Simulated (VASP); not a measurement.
Crystal: InBi3O.

```xyz
5
Lattice="-2.9633 2.9633 3.5701 2.9633 -2.9633 3.5701 2.9633 2.9633 -3.5701" Properties=species:S:1:pos:R:3 pbc="T T T"
In    0.0000    0.0000    3.6366
Bi    2.9633    0.0000    3.3259
Bi    0.0000    2.9633    3.3259
Bi    0.0000    0.0000    0.5030
O     0.0000    0.0000    5.3210
```

The cell was generated, and may not be a known phase.

| Quantity | Value |
| --- | --- |
| Program | VASP 6.6.1 |
| Task | relaxation of cell and atoms |
| Functional | PBE |
| Potentials or basis | VASP PAW PBE potentials, release 64 (In_d, Bi_d, O) |
| Cutoff | 600 eV |
| k mesh | 4 × 4 × 4 |
| Occupations | gaussian, width 0.2 eV |
| Spin | no spin polarisation |

At the start: pressure 15.3 GPa; volume 25.08 Å³/atom.

Question: How do energy, volume and symmetry change on relaxing?

Answer: Over 25 steps the energy falls by 428.5 meV/atom and the volume is 28.40 Å³/atom (+13.2 %); space group I4mm (No. 107, to 0.1 Å) before and after.

The path:
```csv
step,energy change (eV),largest force (eV/Å),pressure (GPa),volume (Å³)
1,0.0000,12.4585,15.28,125.40
2,-0.5542,0.8735,-2.99,173.43
3,-0.6875,0.9428,-2.92,168.98
4,-0.8057,1.0317,-2.82,165.04
5,-1.5299,1.8056,-0.76,144.40
6,-1.7950,1.0915,2.66,134.70
7,-2.0473,0.9147,-0.18,143.32
8,-2.0684,0.7970,-0.93,146.98
9,-2.0890,0.1509,0.65,144.80
10,-2.0920,0.2401,0.21,145.36
11,-2.1050,0.1416,0.13,145.58
12,-2.1093,0.3483,0.07,145.82
13,-2.1133,0.1234,-0.01,146.23
14,-2.1133,0.1294,-0.01,146.24
15,-2.1165,0.1601,-0.02,146.39
16,-2.1201,0.2403,-0.03,146.69
17,-2.1224,0.1718,-0.15,146.72
18,-2.1266,0.1494,-0.45,146.82
19,-2.1239,0.3781,-1.03,147.01
20,-2.1273,0.2290,-0.64,146.88
21,-2.1286,0.2261,-0.66,146.66
22,-2.1320,0.2179,-0.55,145.99
23,-2.1372,0.1985,-0.37,144.66
24,-2.1413,0.1542,-0.04,142.01
25,-2.1424,0.0600,0.05,141.99
```

Final structure:
```
In Bi O
1.0
    -3.08096    3.08096    3.73950
     3.08096   -3.08096    3.73950
     3.08096    3.08096   -3.73950
In Bi O
1 3 1
Direct
  0.51804 0.51804 0.00000
  0.43628 0.93628 0.50000
  0.93628 0.43628 0.50000
  0.07545 0.07545 0.00000
  0.79049 0.79049 0.00000
```

Caveat: the relaxation stopped at a loose force limit of 0.08 eV/Å, so its end isn't a converged minimum.
